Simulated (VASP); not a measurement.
Set up this calculation in VASP 6.6.1, as the native input.

```yaml
Task: relaxation of cell and atoms
Functional: PBE
Dispersion: D3(BJ)
Potentials_or_basis: VASP PAW PBE potentials, release 64 (Hf_pv, O)
Cutoff: 600 eV
k_mesh: 6 × 8 × 4
Occupations: gaussian, width 0.01 eV
Spin: no spin polarisation
Dipole_correction: no
Further_INCAR_settings: ALGO = Normal; EDIFF = 1e-07; IBRION = 2; EDIFFG = -0.001; NSW = 80; ISIF = 3
```

The structure of HfO2 lies in POSCAR:

```
HfO2
1.0
    3.8425590018      0.0000000000      0.0000000000
    0.0000000000      3.4635100236      0.0000000000
   -1.3308691527      0.0000000000      5.2605415122
Hf O
2 4
Direct
    0.1678005089      0.2500000000      0.7691655525
    0.8321994911      0.7500000000      0.2308344475
    0.7642031651      0.2500000000      0.4199684550
    0.7345814778      0.2500000000      0.9349397874
    0.2357968349      0.7500000000      0.5800315450
    0.2654185222      0.7500000000      0.0650602126
```

These files were run (other wordings do the same):

INCAR

```
ALGO = Normal
EDIFF = 1E-7
EDIFFG = -0.001
ENCUT = 600
GGA = PE
GGA_COMPAT = False
IBRION = 2
ISIF = 3
ISMEAR = 0
IVDW = 12
LASPH = True
LCHARG = False
LREAL = False
LWAVE = False
NELM = 120
NELMIN = 4
NSW = 80
PREC = Accurate
SIGMA = 0.01
```

KPOINTS

```
k-points
0
Gamma
  6 8 4
```

Potentials or basis: VASP PAW PBE potentials, release 64 (Hf_pv, O).

The run is started by

```console
$ cat potpaw_PBE.64/Hf_pv/POTCAR potpaw_PBE.64/O/POTCAR > POTCAR
$ mpirun -np 1 vasp_std > vasp.out
```

It gave:

| Item | Value |
| --- | --- |
| Relaxed volume | 11.49 Å³/atom |
| Relaxed cell | a = 3.829 Å, b = 3.444 Å, c = 5.395 Å, α = 90.00°, β = 104.25°, γ = 90.00° |
| Space group after relaxing (to 0.1 Å) | P2_1/m (No. 11) |
| Energy gained by relaxing | 1.7 meV/atom |
| Ionic steps | 23 |
| Pressure after relaxing | 0.0 GPa |
| Band gap on the k mesh | 4.91 eV |
| Dispersion energy per atom | -0.227 eV |

Caveat: spin-orbit coupling is left out, which moves the levels of the heavy elements.

Run time: 21 min on 1 thread of Oxide Virtual Turin-like Processor (shared host), peak memory 0.27 GiB.
